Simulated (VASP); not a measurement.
Input of a VASP 6.6.1 run:

File INCAR:

```
SYSTEM = Co
PREC = Accurate
ENCUT = 520
EDIFF = 1E-7
ISMEAR = -1
SIGMA = 0.05
LREAL = .FALSE.
LASPH = .TRUE.
NELM = 150
ALGO = Normal
ISIF = 2
LWAVE = .FALSE.
LCHARG = .FALSE.
ISPIN = 2
MAGMOM = 2 2
LORBIT = 11
LMAXMIX = 4
GGA = PS
NBANDS = 20
```

KPOINTS

```
regular mesh
0
G
  19 19 10
  0 0 0
```

File POSCAR:

```
Co
1.0
    2.5190008694      0.0000000000      0.0000000000
   -1.2595004347      2.1815187451      0.0000000000
    0.0000000000      0.0000000000      4.0910000000
Co
2
Direct
    0.3333333333      0.6666666667      0.2500000000
    0.6666666667      0.3333333333      0.7500000000
```

Potentials or basis: VASP PAW PBE potentials, release 64 (Co).

Command:

```console
$ cat potpaw_PBE.64/Co/POTCAR > POTCAR
$ mpirun -np 1 vasp_std > vasp.out
```

**Question.** Predict the net moment.

**Answer.** 3.27 μB per cell.

**Question.** Predict the pressure.

**Answer.** -16.6 GPa.

**Question.** Predict the site moments.

**Answer.** Co +1.66 μB.

Stress tensor (GPa, compression positive):
```
-16.12   0.00   0.00
  0.00 -16.12   0.00
  0.00   0.00 -17.60
```

Caveat: the cell stands under tension; the PAW data sets were made with another functional, which shifts forces and pressure a little.
